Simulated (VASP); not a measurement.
# SnO: single point with PBEsol

The system is SnO.

```
Sn O
1.0
     3.80200    0.01901    0.00000
     0.01901    3.80200    0.00000
     0.00000    0.00000    4.83600
Sn O
2 2
Direct
  0.00000 0.50000 0.23850
  0.50000 0.00000 0.76150
  0.00000 0.00000 0.00000
  0.50000 0.50000 0.00000
```

This cell differs from its parent crystal: strain +0.0100 x Voigt [0, 0, 0, 0, 0, 1].

```
Program             : VASP 6.6.1
Task                : single point
Functional          : PBEsol
Potentials or basis : VASP PAW PBE potentials, release 64 (Sn_d, O)
Cutoff              : 520 eV
k mesh              : 12 × 12 × 10
Occupations         : gaussian, width 0.15 eV
Spin                : no spin polarisation
```

```json
{"Pressure": "0.2 GPa", "Largest force": "0.147 eV/Å", "Band gap on the k mesh": "zero (bands 20 and 21 overlap by 0.01 eV)"}
```

Forces in eV/Å, atoms in the order of the input:
```
Sn   0.000  0.000  0.147
Sn   0.000  0.000 -0.147
O    0.000  0.000  0.000
O    0.000  0.000  0.000
```

Stress tensor (GPa, compression positive):
```
 0.33 -0.83  0.00
-0.83  0.33  0.00
 0.00  0.00 -0.11
```

Levels at points of the mesh, in eV from the Fermi level:
```tsv
k point	band 18	band 19	band 20	band 21	band 22	band 23
(0.00, 0.00, 0.00)	-3.37	-3.23	-0.11	1.94	4.18	4.52
(0.50, 0.00, 0.00)	-5.00	-2.85	-2.85	3.04	3.04	5.77
(0.50, 0.50, 0.00)	-2.58	-2.03	-1.97	-0.11	-0.09	4.21
(0.00, 0.00, 0.50)	-3.25	-3.24	-2.35	1.48	2.76	2.83
(0.50, 0.00, 0.50)	-4.96	-1.86	-1.86	2.43	2.43	5.28
(0.50, 0.50, 0.50)	-2.76	-2.67	-2.58	2.19	2.21	3.86
```

Wall time 11 min on 1 thread of Intel Xeon 8259CL (shared host), peak memory 0.48 GiB.

Caveat: the cell differs from its parent crystal (strain +0.0100 x Voigt [0, 0, 0, 0, 0, 1]); semilocal functionals underestimate gaps, and a narrow one can read as zero; the PAW data sets were made with another functional, which shifts forces and pressure a little; spin-orbit coupling is left out, which moves the levels of the heavy elements.
